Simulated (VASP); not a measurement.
# Sn2GeSe2 (P6/mmm) in VASP: single point with PBE

Aim: the single point of Sn2GeSe2 with PBE.

All numbers are computed with VASP 6.6.1; they aren't measurements. Logs are shortened: lines on timing, memory, paths and dates and some standing lists are left out, and cuts for length are marked.

### 1 The cell of the first run

It takes space group P6/mmm (No. 191, hexagonal). Conventional cell: a = 4.509 Å, b = 4.509 Å, c = 7.406 Å, α = 90.00°, β = 90.00°, γ = 120.00°. Within 3.4 Å of Sn (site symmetry -6m2) lie 3 Sn at 2.60 Å. Within 3.4 Å of Ge (site symmetry 6/mmm) lie 6 Se at 2.60 Å. Within 3.4 Å of Se (site symmetry -6m2) lie 3 Ge at 2.60 Å and 3 Se at 2.60 Å.

### 2 Single point, PBE

File INCAR:

```
SYSTEM = Sn2GeSe2
PREC = Accurate ; ENCUT = 520
EDIFF = 1E-6 ; ISMEAR = 0
SIGMA = 0.1 ; LREAL = .FALSE.
LASPH = .TRUE. ; NELM = 100
ALGO = Normal ; ISIF = 2
LWAVE = .FALSE. ; LCHARG = .TRUE.
GGA = PE ; LELF = .TRUE.
LVHAR = .TRUE. ; NBANDS = 35
```

File KPOINTS:

```
regular mesh
0
G
  6 6 4
  0 0 0
```

File POSCAR:

```
Sn2GeSe2
1.0
    4.5088209400      0.0000000000      0.0000000000
   -2.2544104700      3.9047534800      0.0000000000
    0.0000000000      0.0000000000      7.4062273400
Sn Ge Se
2 1 2
Direct
    0.3333333300      0.6666666700      0.5000000000
    0.6666666700      0.3333333300      0.5000000000
    0.0000000000      0.0000000000      0.0000000000
    0.3333333300      0.6666666700      0.0000000000
    0.6666666700      0.3333333300      0.0000000000
```

Potentials or basis: VASP PAW PBE potentials, release 64 (Sn_d, Ge_d, Se).

On the command line:

```bash
$ cat potpaw_PBE.64/Sn_d/POTCAR potpaw_PBE.64/Ge_d/POTCAR potpaw_PBE.64/Se/POTCAR > POTCAR
$ mpirun -np 1 vasp_std > vasp.out
```

OUTCAR:

```text
SYSTEM = Sn2GeSe2
   PREC = Accurate
   ENCUT = 520
   EDIFF = 1E-6
   ISMEAR = 0
   LREAL = .FALSE.
   LASPH = .TRUE.
   NELM = 100
   ISIF = 2
   GGA = PE

 ion  position               nearest neighbor table
   1  0.333  0.667  0.500-   2 2.60   2 2.60   2 2.60
   2  0.667  0.333  0.500-   1 2.60   1 2.60   1 2.60
   3  0.000  0.000  0.000-   4 2.60   5 2.60   5 2.60   4 2.60   5 2.60   4 2.60
   4  0.333  0.667  0.000-   3 2.60   5 2.60   5 2.60   3 2.60   3 2.60   5 2.60
   5  0.667  0.333  0.000-   3 2.60   4 2.60   4 2.60   3 2.60   3 2.60   4 2.60

  LATTYP: Found a hexagonal cell.
 ALAT       =     4.5088209400
 C/A-ratio  =     1.6426084421

  Lattice vectors:

 A1 = (   4.5088209400,   0.0000000000,   0.0000000000)
 A2 = (  -2.2544104700,   3.9047534800,   0.0000000000)
 A3 = (   0.0000000000,   0.0000000000,   7.4062273400)

Analysis of symmetry for initial positions (statically):
=====================================================================
 Subroutine PRICEL returns:
 Original cell was already a primitive cell.

 Routine SETGRP: Setting up the symmetry group for a
 hexagonal supercell.

 Subroutine GETGRP returns: Found 24 space group operations
 (whereof 24 operations were pure point group operations)
 out of a pool of 24 trial point group operations.

The static configuration has the point symmetry D_6h.

Analysis of symmetry for dynamics (positions and initial velocities):
=====================================================================
 Subroutine PRICEL returns:
 Original cell was already a primitive cell.

 Routine SETGRP: Setting up the symmetry group for a
 hexagonal supercell.

 Subroutine GETGRP returns: Found 24 space group operations
 (whereof 24 operations were pure point group operations)
 out of a pool of 24 trial point group operations.

The dynamic configuration has the point symmetry D_6h.

 Subroutine INISYM returns: Found 24 space group operations
 (whereof 24 operations are pure point group operations),
 and found     1 'primitive' translations

----------------------------------------------------------------------------------------

                                     Primitive cell

  volume of cell :     130.3928

  direct lattice vectors                    reciprocal lattice vectors
     4.508820940  0.000000000  0.000000000     0.221787472  0.128049057  0.000000000
    -2.254410470  3.904753480  0.000000000     0.000000000  0.256098114  0.000000000
     0.000000000  0.000000000  7.406227340     0.000000000  0.000000000  0.135021510

  length of vectors
     4.508820940  4.508820944  7.406227340     0.256098114  0.256098114  0.135021510

  position of ions in fractional coordinates (direct lattice)
     0.333333330  0.666666670  0.500000000
     0.666666670  0.333333330  0.500000000
     0.000000000  0.000000000  0.000000000
     0.333333330  0.666666670  0.000000000
     0.666666670  0.333333330  0.000000000

  ion indices of the primitive-cell ions
   primitive index   ion index
                 1           1
                 2           2
                 3           3
                 4           4
                 5           5

----------------------------------------------------------------------------------------

 KPOINTS: regular mesh

Automatic generation of k-mesh.
 Grid dimensions read from file:
 generate k-points for:    6    6    4

 Generating k-lattice:

  Cartesian coordinates                     Fractional coordinates (reciprocal lattice)
     0.036964579  0.021341509  0.000000000     0.166666667  0.000000000  0.000000000
     0.000000000  0.042683019  0.000000000     0.000000000  0.166666667  0.000000000
     0.000000000  0.000000000  0.033755378     0.000000000  0.000000000  0.250000000

  Length of vectors
     0.042683019  0.042683019  0.033755378

  Shift w.r.t. Gamma in fractional coordinates (k-lattice)
     0.000000000  0.000000000  0.000000000

 Subroutine IBZKPT returns following result:
 ===========================================

 Found     21 irreducible k-points:

 Following reciprocal coordinates:
            Coordinates               Weight
  0.000000  0.000000  0.000000      1.000000
  0.166667  0.000000  0.000000      6.000000
  0.333333  0.000000  0.000000      6.000000
  0.500000  0.000000  0.000000      3.000000
  0.166667  0.166667  0.000000      6.000000
  0.333333  0.166667  0.000000     12.000000
[... 13 lines left out ...]
  0.333333  0.166667  0.500000     12.000000
  0.333333  0.333333  0.500000      2.000000
   k-points           NKPTS =     21   k-points in BZ     NKDIM =     21   number of bands    NBANDS=     35
   number of dos      NEDOS =    301   number of ions     NIONS =      5
   total plane-waves  NPLWV =  72576
   dimension x,y,z NGX =    36 NGY =   36 NGZ =   56
   dimension x,y,z NGXF=    72 NGYF=   72 NGZF=  112
   ions per type =               2   1   2
   NGX,Y,Z   is equivalent  to a cutoff of  13.27, 13.27, 12.57 a.u.
   NGXF,Y,Z  is equivalent  to a cutoff of  26.55, 26.55, 25.14 a.u.
 SYSTEM =  Sn2GeSe2
   PREC   = accura    normal or accurate (medium, high low for compatibility)
   ISTART =      0    job   : 0-new  1-cont  2-samecut
   ICHARG =      2    charge: 1-file 2-atom 10-const
   ISPIN  =      1    spin polarized calculation?
   LNONCOLLINEAR =      F non collinear calculations
   LSORBIT =      F    spin-orbit coupling
   LASPH  =      T    aspherical Exc in radial PAW
   ENCUT  =  520.0 eV  38.22 Ry    6.18 a.u.   8.38  8.38 13.77*2*pi/ulx,y,z
   NELM   =    100;   NELMIN=  2; NELMDL= -5     # of ELM steps
   EDIFF  = 0.1E-05   stopping-criterion for ELM
   LREAL  =      F    real-space projection
[... 7 lines left out ...]
   TEBEG  =    0.0;   TEEND  =   0.0 temperature during run
   PSTRESS=    0.0 pullay stress
   NELECT =      54.0000    total number of electrons
   NUPDOWN=      -1.0000    fix difference up-down
   EMIN   =  10.00;   EMAX   =-10.00  energy-range for DOS
   EFERMI =   0.00;   METHOD = LEGACY
   ISMEAR =     0;   SIGMA  =   0.10  broadening in eV -4-tet -1-fermi 0-gaus
   EFERMI_NEDOS =   21; number of points for ismear=-14 and -15
   IALGO  =     38    algorithm
   IMIX   =      4    mixing-type and parameters
     AMIX     =   0.40;   BMIX     =  1.00
     AMIX_MAG =   1.60;   BMIX_MAG =  1.00
  volume/ion in A,a.u.               =      26.08       175.99
  Fermi-wavevector in a.u.,A,eV,Ry     =   1.220267  2.305970 20.259776  1.489052
  Thomas-Fermi vector in A             =   2.355490
   LORBIT       =      0    0 simple, 1 ext, 2 COOP (PROOUT), +10 PAW based schemes
   GGA     = PE    functional components
   LHFCALC =     F    Hartree Fock is set to
   AEXX    =    0.0000 exact exchange contribution
   IVDW    =     0    specifies the selected vdW correction
   LEPSILON=     F    determine dielectric tensor
   LRPA    =     F    only Hartree local field effects (RPA)
 non-spin polarized calculation
 Gauss-broadening in eV      SIGMA  =   0.10
  energy-cutoff  :      520.00
  volume of cell :      130.39
 maximum number of plane-waves:      3580
 NGX is ok and might be reduce to    36
   NGX = 17   NGY = 17   NGZ = 27

 number of electron      54.0000011 magnetization

 Free energy of the ion-electron system (eV)
  ---------------------------------------------------
  ext. energy  EPLUGINS =         0.00000000
  ---------------------------------------------------
  free energy    TOTEN  =       -15.32825725 eV

  energy without entropy =      -15.30805300  energy(sigma->0) =      -15.31815512

 E-fermi :   5.5933     XC(G=0):  -9.5784

 val. band max:        5.5619199678   @ k =   0.5000   0.0000   0.2500
 cond. band min:       5.6823381362   @ k =   0.3333   0.0000   0.5000
 fundamental gap:      0.1204181683
 Fermi energy:         5.5933009372

 k-point     1 :       0.0000    0.0000    0.0000
  band No.  band energies     occupation
      1     -19.5171      2.00000
      2     -19.5171      2.00000
      3     -19.5127      2.00000
      4     -19.4864      2.00000
      5     -19.4864      2.00000
      6     -16.3813      2.00000
[... 27 lines left out ...]
     34      11.3841      0.00000
     35      11.7043      0.00000

 k-point     2 :       0.1667    0.0000    0.0000
  band No.  band energies     occupation
      1     -19.5179      2.00000
      2     -19.5158      2.00000
      3     -19.5109      2.00000
      4     -19.4866      2.00000
      5     -19.4864      2.00000
      6     -16.4155      2.00000
[... 27 lines left out ...]
     34      10.2898      0.00000
     35      10.9937      0.00000

 k-point     3 :       0.3333    0.0000    0.0000
  band No.  band energies     occupation
      1     -19.5200      2.00000
      2     -19.5132      2.00000
      3     -19.5069      2.00000
      4     -19.4871      2.00000
      5     -19.4865      2.00000
      6     -16.5123      2.00000
[... 27 lines left out ...]
     34      10.4025      0.00000
     35      10.9435      0.00000

 k-point     4 :       0.5000    0.0000    0.0000
  band No.  band energies     occupation
      1     -19.5210      2.00000
      2     -19.5119      2.00000
      3     -19.5049      2.00000
      4     -19.4874      2.00000
      5     -19.4866      2.00000
      6     -16.5531      2.00000
[... 27 lines left out ...]
     34      10.2992      0.00000
     35      11.3409      0.00000

 k-point     5 :       0.1667    0.1667    0.0000
  band No.  band energies     occupation
      1     -19.5184      2.00000
      2     -19.5149      2.00000
      3     -19.5078      2.00000
      4     -19.4870      2.00000
      5     -19.4865      2.00000
      6     -16.5257      2.00000
[... 524 lines left out ...]
 k-point    19 :       0.1667    0.1667    0.5000
  band No.  band energies     occupation
      1     -19.5184      2.00000
      2     -19.5149      2.00000
      3     -19.5078      2.00000
      4     -19.4870      2.00000
      5     -19.4866      2.00000
      6     -16.5257      2.00000
[... 27 lines left out ...]
     34      11.3289      0.00000
     35      12.1066      0.00000

 k-point    20 :       0.3333    0.1667    0.5000
  band No.  band energies     occupation
      1     -19.5191      2.00000
      2     -19.5134      2.00000
      3     -19.5053      2.00000
      4     -19.4872      2.00000
      5     -19.4867      2.00000
      6     -16.6096      2.00000
[... 27 lines left out ...]
     34      10.9196      0.00000
     35      11.0780      0.00000

 k-point    21 :       0.3333    0.3333    0.5000
  band No.  band energies     occupation
      1     -19.5159      2.00000
      2     -19.5159      2.00000
      3     -19.5050      2.00000
      4     -19.4870      2.00000
      5     -19.4870      2.00000
      6     -16.6514      2.00000
[... 27 lines left out ...]
     34      11.4246      0.00000
     35      11.4254      0.00000

------------------------ aborting loop because EDIFF is reached ----------------------------------------

  FORCE on cell =-STRESS in cart. coord.  units (eV):
  Direction    XX          YY          ZZ          XY          YZ          ZX
  --------------------------------------------------------------------------------------
  -------------------------------------------------------------------------------------
  Total       15.7762936     15.7762936     -0.0719639     -0.0000000      0.0000000     -0.0000000
  in kB      193.8482629    193.8482634     -0.8842435     -0.0000000      0.0000000     -0.0000000
  external PRESSURE =     128.9374276 kB  Pullay stress =       0.0000000 kB

 VOLUME and BASIS-vectors are now :
 -----------------------------------------------------------------------------
  energy-cutoff  :      520.00
  volume of cell :      130.39
      direct lattice vectors                 reciprocal lattice vectors
     4.508820940  0.000000000  0.000000000     0.221787472  0.128049057  0.000000000
    -2.254410470  3.904753480  0.000000000     0.000000000  0.256098114  0.000000000
     0.000000000  0.000000000  7.406227340     0.000000000  0.000000000  0.135021510

 POSITION                                       TOTAL-FORCE (eV/Angst)
 -----------------------------------------------------------------------------------
     -0.00000      2.60317      3.70311        -0.000000     -0.000000      0.000000
      2.25441      1.30158      3.70311         0.000000      0.000000     -0.000000
      0.00000      0.00000      0.00000         0.000000     -0.000000      0.000000
     -0.00000      2.60317      0.00000         0.000000      0.000000      0.000000
      2.25441      1.30158      0.00000        -0.000000      0.000000      0.000000
 -----------------------------------------------------------------------------------
    total drift:                               -0.000000      0.000000      0.000000

  FREE ENERGIE OF THE ION-ELECTRON SYSTEM (eV)
  ---------------------------------------------------
  free  energy   TOTEN  =       -15.3282572492 eV

  energy  without entropy=      -15.3080529990  energy(sigma->0) =      -15.31815512
```

It took 61 s on 1 thread of Intel Xeon Platinum 8375C at 2.90GHz (Ice Lake), shared host; peak memory 0.31 GiB.

Results:

- Free energy: -15.3283 eV
- Pressure: 12.9 GPa
- Band gap on the k mesh: zero (band 27 reaches 5.97 eV, above the bottom of band 28 at 4.56 eV)

Levels at points of the mesh, in eV from the Fermi level:
| k point | band 23 | band 24 | band 25 | band 26 | band 27 | band 28 | band 29 | band 30 | band 31 | band 32 |
| --- | --- | --- | --- | --- | --- | --- | --- | --- | --- | --- |
| (0.00, 0.00, 0.00) | -4.19 | -4.19 | -1.03 | -1.00 | -1.00 | -0.63 | -0.28 | 2.44 | 3.14 | 3.14 |
| (0.50, 0.00, 0.00) | -3.02 | -2.50 | -0.27 | -0.11 | 0.37 | 0.61 | 0.69 | 1.20 | 2.24 | 3.25 |
| (0.00, 0.00, 0.50) | -4.19 | -4.19 | -2.52 | -1.17 | -1.04 | -1.04 | 0.60 | 2.31 | 3.03 | 3.03 |
| (0.50, 0.00, 0.50) | -2.55 | -2.44 | -0.75 | -0.27 | -0.24 | -0.13 | 0.90 | 1.20 | 1.70 | 3.25 |

Caveat: spin-orbit coupling is left out, which moves the levels of the heavy elements.
